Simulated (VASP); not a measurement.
# Co (P6_3/mmc) in VASP: notebook

The runs below take Co through single point, with PBE.

Everything below comes from runs of VASP 6.6.1. Logs are shortened: lines on timing, memory, paths and dates and some standing lists are left out, and cuts for length are marked.

## Step 1: The cell of the first run

It takes space group P6_3/mmc (No. 194, hexagonal). The conventional cell has a = 2.527 Å, b = 2.527 Å, c = 4.105 Å, α = 90.00°, β = 90.00°, γ = 120.00°. Within 3.3 Å of Co (site symmetry -6m2) lie 12 Co at 2.52 to 2.53 Å.

## Step 2: Single point, PBE, collinear spin, ferromagnetic start (11.35 Å³/atom)

Input file INCAR:

```
  ALGO = Normal
  EDIFF = 1E-7
  ENCUT = 520
  GGA = PE
  ISIF = 2
  ISMEAR = -1
  ISPIN = 2
  LASPH = T
  LCHARG = T
  LELF = T
  LMAXMIX = 4
  LORBIT = 11
  LREAL = F
  LVHAR = T
  LWAVE = F
  MAGMOM = 2 2
  NBANDS = 20
  NELM = 150
  PREC = Accurate
  SIGMA = 0.05
```

Input file KPOINTS:

```
k-points
0
Gamma
  19 19 10
```

Input file POSCAR:

```
Co
1.0
    2.5273697045      0.0000000000      0.0000000000
   -1.2636848523      2.1887663689      0.0000000000
    0.0000000000      0.0000000000      4.1045914620
Co
2
Direct
    0.3333333333      0.6666666667      0.2500000000
    0.6666666667      0.3333333333      0.7500000000
```

Potentials or basis: VASP PAW PBE potentials, release 64 (Co).

Run with:

```
$ cat potpaw_PBE.64/Co/POTCAR > POTCAR
$ mpirun -np 1 vasp_std > vasp.out
```

OUTCAR:

```text
EDIFF = 1E-7
   ENCUT = 520
   GGA = PE
   ISIF = 2
   ISMEAR = -1
   ISPIN = 2
   LASPH = T
   LORBIT = 11
   LREAL = F
   NELM = 150
   PREC = Accurate

 ion  position               nearest neighbor table
   1  0.333  0.667  0.250-   2 2.52   2 2.52   2 2.52   2 2.52   2 2.52   2 2.52
   2  0.667  0.333  0.750-   1 2.52   1 2.52   1 2.52   1 2.52   1 2.52   1 2.52

  LATTYP: Found a hexagonal cell.
 ALAT       =     2.5273697045
 C/A-ratio  =     1.6240566051

  Lattice vectors:

 A1 = (   2.5273697045,   0.0000000000,   0.0000000000)
 A2 = (  -1.2636848523,   2.1887663689,   0.0000000000)
 A3 = (   0.0000000000,   0.0000000000,   4.1045914620)

Analysis of symmetry for initial positions (statically):
=====================================================================
 Subroutine PRICEL returns:
 Original cell was already a primitive cell.

 Routine SETGRP: Setting up the symmetry group for a
 hexagonal supercell.

 Subroutine GETGRP returns: Found 24 space group operations
 (whereof 12 operations were pure point group operations)
 out of a pool of 24 trial point group operations.

The static configuration has the point symmetry D_3d.
 The point group associated with its full space group is D_6h.

Analysis of symmetry for dynamics (positions and initial velocities):
=====================================================================
 Subroutine PRICEL returns:
 Original cell was already a primitive cell.

 Routine SETGRP: Setting up the symmetry group for a
 hexagonal supercell.

 Subroutine GETGRP returns: Found 24 space group operations
 (whereof 12 operations were pure point group operations)
 out of a pool of 24 trial point group operations.

The dynamic configuration has the point symmetry D_3d.
 The point group associated with its full space group is D_6h.

Analysis of structural, dynamic, and magnetic symmetry:
=====================================================================
 Subroutine PRICEL returns:
 Original cell was already a primitive cell.

 Routine SETGRP: Setting up the symmetry group for a
 hexagonal supercell.

 Subroutine GETGRP returns: Found 24 space group operations
 (whereof 12 operations were pure point group operations)
 out of a pool of 24 trial point group operations.

The overall configuration has the point symmetry D_3d.
 The point group associated with its full space group is D_6h.

 Subroutine INISYM returns: Found 24 space group operations
 (whereof 12 operations are pure point group operations),
 and found     1 'primitive' translations

----------------------------------------------------------------------------------------

                                     Primitive cell

  volume of cell :      22.7059

  direct lattice vectors                    reciprocal lattice vectors
     2.527369704  0.000000000  0.000000000     0.395668271  0.228439183  0.000000000
    -1.263684852  2.188766369  0.000000000     0.000000000  0.456878365  0.000000000
     0.000000000  0.000000000  4.104591462     0.000000000  0.000000000  0.243629606

  length of vectors
     2.527369704  2.527369705  4.104591462     0.456878365  0.456878365  0.243629606

  position of ions in fractional coordinates (direct lattice)
     0.333333333  0.666666667  0.250000000
     0.666666667  0.333333333  0.750000000

  ion indices of the primitive-cell ions
   primitive index   ion index
                 1           1
                 2           2

----------------------------------------------------------------------------------------

 KPOINTS: k-points

Automatic generation of k-mesh.
 Grid dimensions read from file:
 generate k-points for:   19   19   10

 Generating k-lattice:

  Cartesian coordinates                     Fractional coordinates (reciprocal lattice)
     0.020824646  0.012023115  0.000000000     0.052631579  0.000000000  0.000000000
     0.000000000  0.024046230  0.000000000     0.000000000  0.052631579  0.000000000
     0.000000000  0.000000000  0.024362961     0.000000000  0.000000000  0.100000000

  Length of vectors
     0.024046230  0.024046230  0.024362961

  Shift w.r.t. Gamma in fractional coordinates (k-lattice)
     0.000000000  0.000000000  0.000000000

 Subroutine IBZKPT returns following result:
 ===========================================

 Found    240 irreducible k-points:

 Following reciprocal coordinates:
            Coordinates               Weight
  0.000000  0.000000  0.000000      1.000000
  0.052632 -0.000000  0.000000      6.000000
  0.105263 -0.000000  0.000000      6.000000
  0.157895  0.000000  0.000000      6.000000
  0.210526 -0.000000  0.000000      6.000000
  0.263158 -0.000000  0.000000      6.000000
[... 16 lines left out ...]
  0.263158  0.105263  0.000000     12.000000
  0.315789  0.105263  0.000000     12.000000
 [... further k-points ...]
   k-points           NKPTS =    240   k-points in BZ     NKDIM =    240   number of bands    NBANDS=     20
   number of dos      NEDOS =    301   number of ions     NIONS =      2
   total plane-waves  NPLWV =  12800
   dimension x,y,z NGX =    20 NGY =   20 NGZ =   32
   dimension x,y,z NGXF=    40 NGYF=   40 NGZF=   64
   ions per type =               2
   NGX,Y,Z   is equivalent  to a cutoff of  13.16, 13.16, 12.96 a.u.
   NGXF,Y,Z  is equivalent  to a cutoff of  26.31, 26.31, 25.92 a.u.
 SYSTEM =  unknown system
   PREC   = accura    normal or accurate (medium, high low for compatibility)
   ISTART =      0    job   : 0-new  1-cont  2-samecut
   ICHARG =      2    charge: 1-file 2-atom 10-const
   ISPIN  =      2    spin polarized calculation?
   LNONCOLLINEAR =      F non collinear calculations
   LSORBIT =      F    spin-orbit coupling
   LASPH  =      T    aspherical Exc in radial PAW
   ENCUT  =  520.0 eV  38.22 Ry    6.18 a.u.   4.70  4.70  7.63*2*pi/ulx,y,z
   NELM   =    150;   NELMIN=  2; NELMDL= -5     # of ELM steps
   EDIFF  = 0.1E-06   stopping-criterion for ELM
   LREAL  =      F    real-space projection
   EDIFFG = 0.1E-05   stopping-criterion for IOM
   NSW    =      0    number of steps for IOM
   IBRION =     -1    ionic relax: 0-MD 1-quasi-New 2-CG
   NFREE  =      0    steps in history (QN), initial steepest desc. (CG)
   ISIF   =      2    stress and relaxation
   ISYM   =      2    0-nonsym 1-usesym 2-fastsym
   POTIM  = 0.5000    time-step for ionic-motion
   TEBEG  =    0.0;   TEEND  =   0.0 temperature during run
   PSTRESS=    0.0 pullay stress
   NELECT =      18.0000    total number of electrons
   NUPDOWN=      -1.0000    fix difference up-down
   EMIN   =  10.00;   EMAX   =-10.00  energy-range for DOS
   EFERMI =   0.00;   METHOD = LEGACY
   ISMEAR =    -1;   SIGMA  =   0.05  broadening in eV -4-tet -1-fermi 0-gaus
   EFERMI_NEDOS =   21; number of points for ismear=-14 and -15
   IALGO  =     38    algorithm
   IMIX   =      4    mixing-type and parameters
     AMIX     =   0.40;   BMIX     =  1.00
     AMIX_MAG =   1.60;   BMIX_MAG =  1.00
  volume/ion in A,a.u.               =      11.35        76.61
  Fermi-wavevector in a.u.,A,eV,Ry     =   1.515141  2.863201 31.234232  2.295651
  Thomas-Fermi vector in A             =   2.624704
   LORBIT       =     11    0 simple, 1 ext, 2 COOP (PROOUT), +10 PAW based schemes
   GGA     = PE    functional components
   LHFCALC =     F    Hartree Fock is set to
   AEXX    =    0.0000 exact exchange contribution
   IVDW    =     0    specifies the selected vdW correction
   LEPSILON=     F    determine dielectric tensor
   LRPA    =     F    only Hartree local field effects (RPA)
 spin polarized calculation
  energy-cutoff  :      520.00
  volume of cell :       22.71
 maximum number of plane-waves:       628
 NGX is ok and might be reduce to    20
   NGX =  9   NGY =  9   NGZ = 15

 number of electron      18.0000003 magnetization       3.2853047

 Free energy of the ion-electron system (eV)
  ---------------------------------------------------
  ext. energy  EPLUGINS =         0.00000000
  ---------------------------------------------------
  free energy    TOTEN  =       -14.04649837 eV

  energy without entropy =      -14.03096870  energy(sigma->0) =      -14.03873353

 E-fermi :   9.6309     XC(G=0): -13.1395

 val. band max:        9.6281912775   @ k =   0.1053   0.1053   0.0000
 cond. band min:       9.6317097504   @ k =   0.2105   0.0526   0.2000
 fundamental gap:      0.0035184728
 Fermi energy:         9.6309363475

 spin component 1

 k-point     1 :       0.0000    0.0000    0.0000
  band No.  band energies     occupation
      1       0.9868      1.00000
      2       4.6990      1.00000
      3       7.0524      1.00000
      4       7.0934      1.00000
      5       7.0934      1.00000
      6       7.3768      1.00000
[... 12 lines left out ...]
     19      34.8231      0.00000
     20      34.8231      0.00000
[... 507 lines left out ...]
 k-point    24 :       0.3158    0.1053    0.0000
  band No.  band energies     occupation
      1       4.6789      1.00000
      2       5.4509      1.00000
      3       5.6084      1.00000
      4       6.5052      1.00000
      5       6.9311      1.00000
      6       7.2891      1.00000
[... 12 lines left out ...]
     19      32.1557      0.00000
     20      33.7879      0.00000

 [... further k-points ...]

 spin component 2

 k-point     1 :       0.0000    0.0000    0.0000
  band No.  band energies     occupation
      1       0.9703      1.00000
      2       5.6542      1.00000
      3       8.7085      1.00000
      4       8.7654      1.00000
      5       8.7654      1.00000
      6       9.1011      0.99997
[... 12 lines left out ...]
     19      35.1034      0.00000
     20      35.1034      0.00000
[... 507 lines left out ...]
 k-point    24 :       0.3158    0.1053    0.0000
  band No.  band energies     occupation
      1       5.0144      1.00000
      2       6.7434      1.00000
      3       6.8499      1.00000
      4       7.6109      1.00000
      5       8.5632      1.00000
      6       8.8829      1.00000
[... 12 lines left out ...]
     19      32.4804      0.00000
     20      34.1182      0.00000

 [... further k-points ...]

------------------------ aborting loop because EDIFF is reached ----------------------------------------

  FORCE on cell =-STRESS in cart. coord.  units (eV):
  Direction    XX          YY          ZZ          XY          YZ          ZX
  --------------------------------------------------------------------------------------
  -------------------------------------------------------------------------------------
  Total       -1.1997968     -1.1997968     -1.3866600      0.0000000     -0.0000000      0.0000000
  in kB      -84.6603714    -84.6603714    -97.8458585      0.0000000     -0.0000000      0.0000000
  external PRESSURE =     -89.0555338 kB  Pullay stress =       0.0000000 kB

 VOLUME and BASIS-vectors are now :
 -----------------------------------------------------------------------------
  energy-cutoff  :      520.00
  volume of cell :       22.71
      direct lattice vectors                 reciprocal lattice vectors
     2.527369704  0.000000000  0.000000000     0.395668271  0.228439183  0.000000000
    -1.263684852  2.188766369  0.000000000     0.000000000  0.456878365  0.000000000
     0.000000000  0.000000000  4.104591462     0.000000000  0.000000000  0.243629606

 POSITION                                       TOTAL-FORCE (eV/Angst)
 -----------------------------------------------------------------------------------
     -0.00000      1.45918      1.02615         0.000000      0.000000      0.000000
      1.26368      0.72959      3.07844        -0.000000     -0.000000      0.000000
 -----------------------------------------------------------------------------------
    total drift:                                0.000000     -0.000000     -0.000000

  FREE ENERGIE OF THE ION-ELECTRON SYSTEM (eV)
  ---------------------------------------------------
  free  energy   TOTEN  =       -14.0464983683 eV

  energy  without entropy=      -14.0309686986  energy(sigma->0) =      -14.03873353

 total charge

# of ion       s       p       d       tot
------------------------------------------
    1        0.470   0.483   7.234   8.188
    2        0.470   0.483   7.234   8.188
--------------------------------------------------
tot          0.941   0.967  14.469  16.376

 magnetization (x)

# of ion       s       p       d       tot
------------------------------------------
    1       -0.014  -0.054   1.740   1.672
    2       -0.014  -0.054   1.740   1.672
--------------------------------------------------
tot         -0.029  -0.107   3.479   3.344
```

Run time: 5.6 min. Hardware: 1 thread of Intel Xeon 8259CL, shared host; peak memory 0.27 GiB.

What came out:

```
Free energy                                           : -14.0465 eV
Pressure                                              : -8.9 GPa
Net moment                                            : 3.29 μB per cell
Site moments                                          : Co +1.67 μB
Valence electrons inside the program's atomic spheres : Co 8.19
```

Caveat: the cell stands under tension.

## Step 3: Single point, PBE, collinear spin, ferromagnetic start (11.47 Å³/atom)

This run uses another cell than the first one, of 11.47 Å³/atom.

Input file INCAR:

```
PREC = Accurate
ENCUT = 520
EDIFF = 1E-6
ISMEAR = -1
SIGMA = 0.05
LREAL = False
LASPH = True
NELM = 150
ALGO = Normal
ISIF = 2
LWAVE = False
LCHARG = False
ISPIN = 2
MAGMOM = 2 2
LORBIT = 11
LMAXMIX = 4
GGA = PE
NBANDS = 20
```

Input file KPOINTS:

```
regular mesh
0
Gamma
  19 19 10
```

Input file POSCAR:

```
Co
1.0
    2.5356834805      0.0000000000      0.0000000000
   -1.2678417403      2.1959663102      0.0000000000
    0.0000000000      0.0000000000      4.1180935048
Co
2
Direct
    0.3333333333      0.6666666667      0.2500000000
    0.6666666667      0.3333333333      0.7500000000
```

Potentials or basis: VASP PAW PBE potentials, release 64 (Co).

Run with:

```
$ cat potpaw_PBE.64/Co/POTCAR > POTCAR
$ mpirun -np 1 vasp_std > vasp.out
```

Wall time 5.2 min (1 thread of Intel Xeon 8259CL, shared host); peak memory 0.27 GiB.

It converged, with:

```yaml
Free_energy: -14.0329 eV
Pressure: -10.6 GPa
Net_moment: 3.30 μB per cell
Site_moments: Co +1.68 μB
Valence_electrons_inside_the_program's_atomic_spheres: Co 8.17
```

Stress tensor (GPa, compression positive):
```
-10.18   0.00   0.00
  0.00 -10.18   0.00
  0.00   0.00 -11.39
```

Levels at points of the mesh, in eV from the Fermi level:
Spin up:
| k point | band 7 | band 8 | band 9 | band 10 | band 11 | band 12 | band 13 | band 14 | band 15 | band 16 |
| --- | --- | --- | --- | --- | --- | --- | --- | --- | --- | --- |
| (0.00, 0.00, 0.00) | -2.25 | -1.92 | -1.92 | -0.93 | -0.93 | -0.08 | 5.81 | 21.56 | 23.62 | 23.62 |
| (0.00, 0.00, 0.50) | -2.59 | -2.59 | -1.22 | -1.22 | -1.22 | -1.22 | 14.29 | 14.29 | 22.25 | 22.25 |
Spin down:
| k point | band 3 | band 4 | band 5 | band 6 | band 7 | band 8 | band 9 | band 10 | band 11 | band 12 |
| --- | --- | --- | --- | --- | --- | --- | --- | --- | --- | --- |
| (0.00, 0.00, 0.00) | -0.91 | -0.85 | -0.85 | -0.52 | -0.52 | -0.17 | -0.11 | -0.11 | 1.00 | 1.00 |
| (0.00, 0.00, 0.50) | -1.41 | -1.41 | -0.90 | -0.90 | -0.90 | -0.90 | 0.69 | 0.69 | 0.69 | 0.69 |

Caveat: the cell stands under tension.

## Step 4: Single point, PBE, collinear spin, ferromagnetic start (11.69 Å³/atom)

This run uses another cell than the first one, of 11.69 Å³/atom.

Input file INCAR:

```
PREC = Accurate
ENCUT = 520
EDIFF = 1E-6
ISMEAR = -1
SIGMA = 0.05
LREAL = F
LASPH = T
NELM = 150
ALGO = Normal
ISIF = 2
LWAVE = F
LCHARG = T
ISPIN = 2
MAGMOM = 2 2
LORBIT = 11
LMAXMIX = 4
GGA = PE
LELF = T
LVHAR = T
NBANDS = 20
```

KPOINTS is that of step 3.

Input file POSCAR:

```
Co
1.0
    2.5521494191      0.0000000000      0.0000000000
   -1.2760747095      2.2102262312      0.0000000000
    0.0000000000      0.0000000000      4.1448351210
Co
2
Direct
    0.3333333333      0.6666666667      0.2500000000
    0.6666666667      0.3333333333      0.7500000000
```

Run with:

```
$ cat potpaw_PBE.64/Co/POTCAR > POTCAR
$ mpirun -np 1 vasp_std > vasp.out
```

It took 5.4 min on 1 thread of Intel Xeon 8259CL, shared host; peak memory 0.27 GiB.

Results (log left out):

```
Free energy                                           : -13.9992 eV
Pressure                                              : -13.5 GPa
Net moment                                            : 3.33 μB per cell
Site moments                                          : Co +1.70 μB
Valence electrons inside the program's atomic spheres : Co 8.14
```

Stress tensor (GPa, compression positive):
```
-13.18   0.00   0.00
  0.00 -13.18   0.00
  0.00   0.00 -14.16
```

Levels at points of the mesh, in eV from the Fermi level:
Spin up:
```
           k point  band 9  band 10  band 11  band 12  band 13  band 14
(0.00, 0.00, 0.00)   -1.93    -0.96    -0.96    -0.07     5.65    21.39
(0.00, 0.00, 0.50)   -1.24    -1.24    -1.24    -1.24    14.07    14.07
```
Spin down:
| k point | band 4 | band 5 | band 6 | band 7 | band 8 | band 9 | band 10 | band 11 |
| --- | --- | --- | --- | --- | --- | --- | --- | --- |
| (0.00, 0.00, 0.00) | -0.82 | -0.82 | -0.50 | -0.50 | -0.16 | -0.09 | -0.09 | 0.98 |
| (0.00, 0.00, 0.50) | -1.37 | -0.87 | -0.87 | -0.87 | -0.87 | 0.68 | 0.68 | 0.68 |

Caveat: the cell stands under tension.

## Step 5: Overview

```csv
cell,gap on the mesh (eV),pressure (GPa),moment (μB)
"a = 2.527, b = 2.527, c = 4.105 Å, angles 90.0, 90.0, 120.0°, 2 atoms",none,-8.9,3.29
"a = 2.536, b = 2.536, c = 4.118 Å, angles 90.0, 90.0, 120.0°, 2 atoms",none,-10.6,3.30
"a = 2.552, b = 2.552, c = 4.145 Å, angles 90.0, 90.0, 120.0°, 2 atoms",none,-13.5,3.33
```

Alike in all rows: task single point; level PBE; potentials or basis VASP PAW PBE potentials, release 64 (Co); spin collinear, ferromagnetic start; k mesh 19 × 19 × 10; cutoff (eV) 520; smearing fermi-dirac 0.05 eV.

Caveats: the cell stands under tension.

Total energies depend on the potentials used, so only differences within one code and one set of settings carry meaning.
